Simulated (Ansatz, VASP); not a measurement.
**Rh: VASP beside Ansatz**

```xyz
8
Lattice="2.7256 0.0000 0.0000 0.0000 4.3908 0.0000 0.0000 0.0000 23.8681" Properties=species:S:1:pos:R:3 pbc="T T T"
Rh    0.0000    3.2931    8.1314
Rh    1.3628    1.0977    8.7589
Rh    1.3628    3.2931   10.4023
Rh    0.0000    1.0977   11.1443
Rh    0.0000    3.2931   12.7238
Rh    1.3628    1.0977   13.4658
Rh    1.3628    3.2931   15.1092
Rh    0.0000    1.0977   15.7367
```

Alike in both runs: task single point; functional PBE; k mesh 13 × 8 × 1; occupations fermi-dirac, width 0.1 eV; no spin polarisation.

```csv
,VASP,Ansatz
version,VASP 6.6.1,Ansatz 0.2.0
potentials or method,"VASP PAW PBE potentials, release 64 (Rh_pv), cutoff 520 eV","all-electron LAPW, non-relativistic"
```

Ansatz gave:

| Item | Value |
| --- | --- |
| rms of the force components (eV/Å) | 0.174 |

What did VASP give for the same quantities?

rms of the force components (eV/Å): 0.002.

Atom by atom the forces differ by 0.172 eV/Å (rms over components). One of these differences is far larger than is usual between the two programs; its cause wasn't traced. Ansatz ran all-electron here, and VASP with PAW potentials.
